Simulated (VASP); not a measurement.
# GaN (F-43m) in VASP: a series of runs

The runs below take GaN through vibrations by perturbation theory, with LDA.

All numbers are computed with VASP 6.6.1; they aren't measurements. Logs are shortened: lines on timing, memory, paths and dates and some standing lists are left out, and cuts for length are marked.

**1. The cell of the first run**

It takes space group F-43m (No. 216, cubic). The conventional cell has a = 4.441 Å, b = 4.441 Å, c = 4.441 Å, α = 90.00°, β = 90.00°, γ = 90.00°. Within 2.6 Å of Ga (site symmetry -43m) lie 4 N at 1.92 Å. Within 2.6 Å of N (site symmetry -43m) lie 4 Ga at 1.92 Å.

**2. Vibrations by perturbation theory, LDA**

INCAR

```
SYSTEM = GaN
PREC     = Accurate       ! precision mode
ENCUT    = 520            ! plane-wave cutoff, eV
EDIFF    = 1E-8           ! SCF threshold, eV
ISMEAR   = 0              ! smearing method
SIGMA    = 0.01           ! smearing width, eV
LREAL    = .FALSE.        ! projectors in reciprocal space
LASPH    = .TRUE.         ! aspherical terms in the spheres
NELM     = 100            ! most SCF steps
ALGO     = Normal         ! electronic algorithm
ISIF     = 2              ! what is computed and relaxed
LWAVE    = .FALSE.        ! write WAVECAR
LCHARG   = .FALSE.        ! write CHGCAR
GGA      = CA             ! functional
NBANDS   = 16             ! bands
IBRION   = 8              ! ionic algorithm
NSW      = 1              ! ionic steps
```

KPOINTS

```
Automatic mesh
0
G
  10 10 10
  0 0 0
```

POSCAR

```
GaN
1.0
    2.2206567818      2.2206567818      0.0000000000
   -2.2206567818      2.2206567818      0.0000000000
    0.0000000000      2.2206567818      2.2206567818
Ga N
1 1
Direct
    0.0000000000      0.0000000000      0.0000000000
    0.2500000000      0.7500000000      0.5000000000
```

Potentials or basis: VASP PAW LDA potentials, release 64 (Ga_d, N).

On the command line:

```bash
$ cat potpaw_LDA.64/Ga_d/POTCAR potpaw_LDA.64/N/POTCAR > POTCAR
$ mpirun -np 1 vasp_std > vasp.out
```

OUTCAR:

```text
SYSTEM = GaN
   PREC = Accurate
   ENCUT = 520
   EDIFF = 1E-8
   ISMEAR = 0
   LREAL = .FALSE.
   LASPH = .TRUE.
   NELM = 100
   ISIF = 2
   GGA = CA
   IBRION = 8
   NSW = 1

 ion  position               nearest neighbor table
   1  0.000  0.000  0.000-   2 1.92   2 1.92   2 1.92   2 1.92
   2  0.250  0.750  0.500-   1 1.92   1 1.92   1 1.92   1 1.92

  LATTYP: Found a face centered cubic cell.
 ALAT       =     4.4413135636

  Lattice vectors:

 A1 = (   0.0000000000,   2.2206567818,   2.2206567818)
 A2 = (   2.2206567818,   0.0000000000,   2.2206567818)
 A3 = (   2.2206567818,   2.2206567818,   0.0000000000)

Analysis of symmetry for initial positions (statically):
=====================================================================
 Subroutine PRICEL returns:
 Original cell was already a primitive cell.

 Routine SETGRP: Setting up the symmetry group for a
 face centered cubic supercell.

 Subroutine GETGRP returns: Found 24 space group operations
 (whereof 24 operations were pure point group operations)
 out of a pool of 48 trial point group operations.

The static configuration has the point symmetry T_d .

Analysis of symmetry for dynamics (positions and initial velocities):
=====================================================================
 Subroutine PRICEL returns:
 Original cell was already a primitive cell.

 Routine SETGRP: Setting up the symmetry group for a
 face centered cubic supercell.

 Subroutine GETGRP returns: Found 24 space group operations
 (whereof 24 operations were pure point group operations)
 out of a pool of 48 trial point group operations.

The dynamic configuration has the point symmetry T_d .

 Subroutine INISYM returns: Found 24 space group operations
 (whereof 24 operations are pure point group operations),
 and found     1 'primitive' translations

----------------------------------------------------------------------------------------

                                     Primitive cell

  volume of cell :      21.9015

  direct lattice vectors                    reciprocal lattice vectors
     2.220656782  2.220656782  0.000000000     0.225158613  0.225158613 -0.225158613
    -2.220656782  2.220656782  0.000000000    -0.225158613  0.225158613 -0.225158613
     0.000000000  2.220656782  2.220656782     0.000000000  0.000000000  0.450317225

  length of vectors
     3.140482938  3.140482938  3.140482938     0.389986157  0.389986157  0.450317225

  position of ions in fractional coordinates (direct lattice)
     0.000000000  0.000000000  0.000000000
     0.250000000  0.750000000  0.500000000

  ion indices of the primitive-cell ions
   primitive index   ion index
                 1           1
                 2           2

----------------------------------------------------------------------------------------

 KPOINTS: Automatic mesh

Automatic generation of k-mesh.
 Grid dimensions read from file:
 generate k-points for:   10   10   10

 Generating k-lattice:

  Cartesian coordinates                     Fractional coordinates (reciprocal lattice)
     0.022515861  0.022515861 -0.022515861     0.100000000  0.000000000  0.000000000
    -0.022515861  0.022515861 -0.022515861     0.000000000  0.100000000  0.000000000
     0.000000000  0.000000000  0.045031723     0.000000000  0.000000000  0.100000000

  Length of vectors
     0.038998616  0.038998616  0.045031723

  Shift w.r.t. Gamma in fractional coordinates (k-lattice)
     0.000000000  0.000000000  0.000000000

[... 73 lines left out ...]
  Thomas-Fermi vector in A             =   2.640529
   LORBIT       =      0    0 simple, 1 ext, 2 COOP (PROOUT), +10 PAW based schemes
   GGA     = CA    functional components
   LHFCALC =     F    Hartree Fock is set to
   AEXX    =    0.0000 exact exchange contribution
   IVDW    =     0    specifies the selected vdW correction
   LEPSILON=     F    determine dielectric tensor
   LRPA    =     F    only Hartree local field effects (RPA)
 non-spin polarized calculation
 Gauss-broadening in eV      SIGMA  =   0.01
  energy-cutoff  :      520.00
  volume of cell :       21.90
 maximum number of plane-waves:       609
   NGX = 11   NGY = 11   NGZ = 11

--------------------------------------- Ionic step        1  -------------------------------------------

 number of electron      18.0000013 magnetization

 Free energy of the ion-electron system (eV)
  ---------------------------------------------------
  ext. energy  EPLUGINS =         0.00000000
  ---------------------------------------------------
  free energy    TOTEN  =       -13.94092062 eV

  energy without entropy =      -13.94092062  energy(sigma->0) =      -13.94092062

 E-fermi :   5.5849     XC(G=0): -12.3551

 val. band max:        5.5288204596   @ k =   0.0000   0.0000   0.0000
 cond. band min:       7.5625434624   @ k =   0.0000   0.0000   0.0000
 fundamental gap:      2.0337230027
 Fermi energy:         5.5849329895

 k-point     1 :       0.0000    0.0000    0.0000
  band No.  band energies     occupation
      1     -10.6651      2.00000
      2      -8.0738      2.00000
      3      -8.0738      2.00000
      4      -8.0738      2.00000
      5      -7.7089      2.00000
      6      -7.7089      2.00000
[... 433 lines left out ...]
      3      -7.8176      2.00000
      4      -7.7726      2.00000
      5      -7.6726      2.00000
      6      -5.7629      2.00000
[... 8 lines left out ...]
     15      25.6078      0.00000
     16      28.6809      0.00000

 [... further k-points ...]

------------------------ aborting loop because EDIFF is reached ----------------------------------------

  FORCE on cell =-STRESS in cart. coord.  units (eV):
  Direction    XX          YY          ZZ          XY          YZ          ZX
  --------------------------------------------------------------------------------------
  -------------------------------------------------------------------------------------
  Total        0.4255210      0.4255210      0.4255210      0.0000000      0.0000000     -0.0000000
  in kB       31.1284354     31.1284354     31.1284354      0.0000000      0.0000000     -0.0000000
  external PRESSURE =      31.1284354 kB  Pullay stress =       0.0000000 kB

 VOLUME and BASIS-vectors are now :
 -----------------------------------------------------------------------------
  energy-cutoff  :      520.00
  volume of cell :       21.90
      direct lattice vectors                 reciprocal lattice vectors
     2.220656782  2.220656782  0.000000000     0.225158613  0.225158613 -0.225158613
    -2.220656782  2.220656782  0.000000000    -0.225158613  0.225158613 -0.225158613
     0.000000000  2.220656782  2.220656782     0.000000000  0.000000000  0.450317225

 POSITION                                       TOTAL-FORCE (eV/Angst)
 -----------------------------------------------------------------------------------
      0.00000      0.00000      0.00000        -0.000000     -0.000000      0.000000
     -1.11033      3.33099      1.11033         0.000000      0.000000      0.000000
 -----------------------------------------------------------------------------------
    total drift:                                0.000002      0.000000      0.000000

  FREE ENERGIE OF THE ION-ELECTRON SYSTEM (eV)
  ---------------------------------------------------
  free  energy   TOTEN  =       -13.9409206225 eV

  energy  without entropy=      -13.9409206225  energy(sigma->0) =      -13.94092062

[... ionic steps 2 to 3 ...]

--------------------------------------- Ionic step        4  -------------------------------------------

------------------------ aborting loop because EDIFF is reached ----------------------------------------

[... ionic steps 5 to 6 ...]

--------------------------------------- Ionic step        7  -------------------------------------------

 Free energy of the ion-electron system (eV)
  ---------------------------------------------------
  ---------------------------------------------------
  free energy    TOTEN  =        -0.22971013 eV

  energy without entropy =       -0.22971013

------------------------ aborting loop because EDIFF is reached ----------------------------------------

 INTERNAL STRAIN TENSOR  FOR ION    2  DIRECTION 1   (eV/Angst):
 -----------------------------------------------------------------------------
     0.02216 -0.00000  0.00000
    -0.00000 -0.00082 -9.95886
     0.00000 -9.95886 -0.00082

 INTERNAL STRAIN TENSOR FOR ION    2 for displacements in x,y,z  (eV/Angst):
          X           Y           Z          XY          YZ          ZX
  --------------------------------------------------------------------------------
  x     0.00000     0.00000     0.00000    -0.00000    -9.95886     0.00000
  y     0.00000    -0.00000     0.00000     0.00000    -0.00000    -9.95886
  z     0.00000     0.00000     0.00000    -9.95886     0.00000    -0.00000

 SECOND DERIVATIVES (NOT SYMMETRIZED)
 ------------------------------------
               1X          1Y          1Z          2X          2Y          2Z
  1X   -13.726592   -0.000000    0.000000   13.726592    0.000000   -0.000000
  1Y     0.000000  -13.726592   -0.000000   -0.000000   13.726592    0.000000
  1Z     0.000000   -0.000000  -13.726592   -0.000000    0.000000   13.726592
  2X    13.715189   -0.000000    0.000000  -13.715189    0.000000   -0.000000
  2Y     0.000000   13.715189   -0.000000   -0.000000  -13.715189    0.000000
  2Z     0.000000   -0.000000   13.715189   -0.000000    0.000000  -13.715189

 Eigenvectors and eigenvalues of the dynamical matrix
 ----------------------------------------------------

   1 f  =   16.956618 THz   106.541573 2PiTHz  565.611894 cm-1    70.126906 meV
             X         Y         Z           dx          dy          dz
      0.000000  0.000000  0.000000     0.409077   -0.000000    0.000000
     -1.110328  3.330985  1.110328    -0.912500    0.000000    0.000000
[... 21 lines left out ...]
   6 f/i=    0.002630 THz     0.016526 2PiTHz    0.087734 cm-1     0.010878 meV
             X         Y         Z           dx          dy          dz
      0.000000  0.000000  0.000000    -0.725984    0.545232    0.091241
     -1.110328  3.330985  1.110328    -0.325461    0.244429    0.040904

--------------------------------------------------------------------------------------------------------

 ELASTIC MODULI CONTR FROM IONIC RELAXATION (kBar)
 Direction    XX          YY          ZZ          XY          YZ          ZX
 --------------------------------------------------------------------------------
 XX          -0.0000     -0.0000     -0.0000      0.0000      0.0000     -0.0000
 YY          -0.0000     -0.0000     -0.0000      0.0000      0.0000     -0.0000
 ZZ          -0.0000     -0.0000     -0.0000      0.0000      0.0000     -0.0000
 XY           0.0000      0.0000      0.0000   -496.6193      0.0000     -0.0000
 YZ           0.0000      0.0000      0.0000      0.0000   -496.6193      0.0000
 ZX          -0.0000     -0.0000     -0.0000     -0.0000      0.0000   -496.6193
 --------------------------------------------------------------------------------
```

Wall time 2.2 min (1 thread of AMD EPYC 7R13 (Zen 3), shared host); peak memory 0.22 GiB.

What came out:

| Property | Result |
| --- | --- |
| Highest phonon frequency at Γ, LO-TO splitting left out | 566 cm⁻¹ |

Phonon frequencies in cm⁻¹ (negative: imaginary):
```
              q point        frequencies
(0.000, 0.000, 0.000)  0 0 0 566 566 566
```

Caveat: the cell wasn't relaxed at this level first, which shifts response properties.

**3. Vibrations by perturbation theory, LDA**

This run uses another cell than the first one, of 11.17 Å³/atom, 1.020 times its volume.

INCAR

```
SYSTEM = GaN
PREC = Accurate
ENCUT = 520
EDIFF = 1E-8
ISMEAR = 0
SIGMA = 0.01
LREAL = .False.
LASPH = .True.
NELM = 100
ALGO = Normal
ISIF = 2
LWAVE = .False.
LCHARG = .False.
NBANDS = 16
IBRION = 8
NSW = 1
```

KPOINTS

```
regular mesh
0
Gamma
  10 10 10
  0 0 0
```

POSCAR

```
GaN
1.0
    2.2351959379      2.2351959379      0.0000000000
   -2.2351959379      2.2351959379      0.0000000000
    0.0000000000      2.2351959379      2.2351959379
Ga N
1 1
Direct
    0.0000000000      0.0000000000      0.0000000000
    0.2500000000      0.7500000000      0.5000000000
```

Potentials or basis: VASP PAW LDA potentials, release 64 (Ga_d, N).

On the command line:

```bash
$ cat potpaw_LDA.64/Ga_d/POTCAR potpaw_LDA.64/N/POTCAR > POTCAR
$ mpirun -np 1 vasp_std > vasp.out
```

OUTCAR:

```text
SYSTEM = GaN
   PREC = Accurate
   ENCUT = 520
   EDIFF = 1E-8
   ISMEAR = 0
   LREAL = .False.
   LASPH = .True.
   NELM = 100
   ISIF = 2
   IBRION = 8
   NSW = 1

 ion  position               nearest neighbor table
   1  0.000  0.000  0.000-   2 1.94   2 1.94   2 1.94   2 1.94
   2  0.250  0.750  0.500-   1 1.94   1 1.94   1 1.94   1 1.94

  LATTYP: Found a face centered cubic cell.
 ALAT       =     4.4703918758

  Lattice vectors:

 A1 = (   0.0000000000,   2.2351959379,   2.2351959379)
 A2 = (   2.2351959379,   0.0000000000,   2.2351959379)
 A3 = (   2.2351959379,   2.2351959379,   0.0000000000)

Analysis of symmetry for initial positions (statically):
=====================================================================
 Subroutine PRICEL returns:
 Original cell was already a primitive cell.

 Routine SETGRP: Setting up the symmetry group for a
 face centered cubic supercell.
[... 684 lines left out ...]

 INTERNAL STRAIN TENSOR  FOR ION    2  DIRECTION 1   (eV/Angst):
 -----------------------------------------------------------------------------
     0.02116  0.00000  0.00000
    -0.00000  0.00031 -8.80601
     0.00000 -8.80601  0.00031

 INTERNAL STRAIN TENSOR FOR ION    2 for displacements in x,y,z  (eV/Angst):
          X           Y           Z          XY          YZ          ZX
  --------------------------------------------------------------------------------
  x     0.00000     0.00000     0.00000    -0.00000    -8.80601     0.00000
  y     0.00000    -0.00000     0.00000     0.00000    -0.00000    -8.80601
  z     0.00000     0.00000     0.00000    -8.80601     0.00000    -0.00000

 SECOND DERIVATIVES (NOT SYMMETRIZED)
 ------------------------------------
               1X          1Y          1Z          2X          2Y          2Z
  1X   -12.968725   -0.000000    0.000000   12.968725    0.000000   -0.000000
  1Y     0.000000  -12.968725   -0.000000   -0.000000   12.968725    0.000000
  1Z     0.000000   -0.000000  -12.968725   -0.000000    0.000000   12.968725
  2X    12.932628    0.000000   -0.000000  -12.932628   -0.000000    0.000000
  2Y    -0.000000   12.932628    0.000000    0.000000  -12.932628   -0.000000
  2Z    -0.000000    0.000000   12.932628    0.000000   -0.000000  -12.932628

 Eigenvectors and eigenvalues of the dynamical matrix
 ----------------------------------------------------

   1 f  =   16.468458 THz   103.474373 2PiTHz  549.328626 cm-1    68.108039 meV
             X         Y         Z           dx          dy          dz
      0.000000  0.000000  0.000000     0.000000    0.409410   -0.000000
     -1.117598  3.352794  1.117598     0.000000   -0.912350    0.000000
[... 21 lines left out ...]
   6 f/i=    0.008573 THz     0.053865 2PiTHz    0.285959 cm-1     0.035454 meV
             X         Y         Z           dx          dy          dz
      0.000000  0.000000  0.000000     0.000000   -0.000000   -0.912350
     -1.117598  3.352794  1.117598    -0.000000    0.000000   -0.409410

--------------------------------------------------------------------------------------------------------

 ELASTIC MODULI CONTR FROM IONIC RELAXATION (kBar)
 Direction    XX          YY          ZZ          XY          YZ          ZX
 --------------------------------------------------------------------------------
 XX          -0.0000     -0.0000     -0.0000      0.0000      0.0000      0.0000
 YY          -0.0000     -0.0000     -0.0000      0.0000      0.0000     -0.0000
 ZZ          -0.0000     -0.0000     -0.0000      0.0000      0.0000      0.0000
 XY           0.0000      0.0000      0.0000   -400.9472      0.0000      0.0000
 YZ           0.0000      0.0000      0.0000      0.0000   -400.9472     -0.0000
 ZX           0.0000     -0.0000      0.0000      0.0000     -0.0000   -400.9472
 --------------------------------------------------------------------------------
```

It took 2.3 min on 1 thread of AMD EPYC 7R13 (Zen 3), shared host; peak memory 0.22 GiB.

What came out:

```yaml
Highest_phonon_frequency_at_Γ_LO-TO_splitting_left_out: 549 cm⁻¹
```

Phonon frequencies in cm⁻¹ (negative: imaginary):
```tsv
q point	frequencies
(0.000, 0.000, 0.000)	0 0 0 549 549 549
```
